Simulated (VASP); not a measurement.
Here is a VASP 6.6.1 calculation.

INCAR

```
ALGO = Normal
EDIFF = 1E-6
ENCUT = 520
GGA = PE
ISIF = 2
ISMEAR = 0
LASPH = T
LCHARG = F
LREAL = F
LWAVE = F
NBANDS = 28
NELM = 100
PREC = Accurate
SIGMA = 0.1
```

File KPOINTS:

```
k-points
0
Gamma
  4 4 4
```

POSCAR

```
PbS
1.0
    4.2573589400      0.0000000000      0.0000000000
   -0.2111915390      4.3313317038      0.0000000000
   -1.6830475324     -0.1722776834      6.2369511864
Pb S
2 2
Direct
    0.8747740309      0.7210841011      0.7369569945
    0.1252259691      0.2789158989      0.2630430055
    0.3217928475      0.2626417924      0.6891610770
    0.6782071525      0.7373582076      0.3108389230
```

Potentials or basis: VASP PAW PBE potentials, release 64 (Pb_d, S).

Launch:

```console
$ cat potpaw_PBE.64/Pb_d/POTCAR potpaw_PBE.64/S/POTCAR > POTCAR
$ mpirun -np 1 vasp_std > vasp.out
```

Question: Predict the pressure.

Answer: -0.2 GPa.

Question: What does it give for the band gap on the k mesh?

Answer: 1.26 eV, direct.

Question: Predict the largest force.

Answer: 0.256 eV/Å.

Forces on the atoms (eV/Å):
```
Pb  -0.033  0.056  0.027
Pb   0.033 -0.056 -0.027
S    0.016 -0.035  0.253
S   -0.016  0.035 -0.253
```

Caveat: spin-orbit coupling is left out, which moves the levels of the heavy elements. A k mesh can miss the band edges.
